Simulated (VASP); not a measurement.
Here is a VASP 6.6.1 calculation.

Contents of POSCAR:

```
AlNi
1.0
    1.9386940000     -1.9531901500      0.0000000000
    1.9386940000      1.9531901500      0.0000000000
    0.0000000000      0.0000000000      3.0994300413
Al Ni
1 1
Direct
    0.0000000000      0.0000000000      0.0000000000
    0.5000000000      0.5000000000      0.5000000000
```

The input INCAR.step1:

```
PREC = Accurate ; ENCUT = 520
ISMEAR = 0 ; SIGMA = 0.1
LREAL = False ; LASPH = True
NELM = 60 ; NBANDS = 14
GGA = PE ; ALGO = Normal
EDIFF = 1E-4 ; LWAVE = True
LCHARG = False
```

The input INCAR.step2:

```
PREC = Accurate ; ENCUT = 520
EDIFF = 1E-6 ; ISMEAR = 0
SIGMA = 0.1 ; LREAL = False
LASPH = True ; NELM = 60
ALGO = Normal ; ISIF = 2
LWAVE = False ; LCHARG = True
METAGGA = R2SCAN ; LMIXTAU = True
LELF = True ; LVHAR = True
NBANDS = 14 ; ISTART = 1
```

The input KPOINTS:

```
Automatic mesh
0
Gamma
  8 8 8
```

Potentials or basis: VASP PAW PBE potentials, release 64 (Al, Ni).

Launch:

```console
$ cat potpaw_PBE.64/Al/POTCAR potpaw_PBE.64/Ni/POTCAR > POTCAR
$ cp INCAR.step1 INCAR
$ mpirun -np 1 vasp_std > vasp.out
$ cp INCAR.step2 INCAR
$ mpirun -np 1 vasp_std > vasp.out
```

(1) Estimate the pressure.

(2) Estimate the band gap on the k mesh.

## Answers

(1) 0.5 GPa.

(2) zero (an odd number of electrons rules out a gap without spin polarisation).

Caveat: the stress differs along the axes, from -4 to 3 GPa; the PAW data sets were made with another functional, which shifts forces and pressure a little.
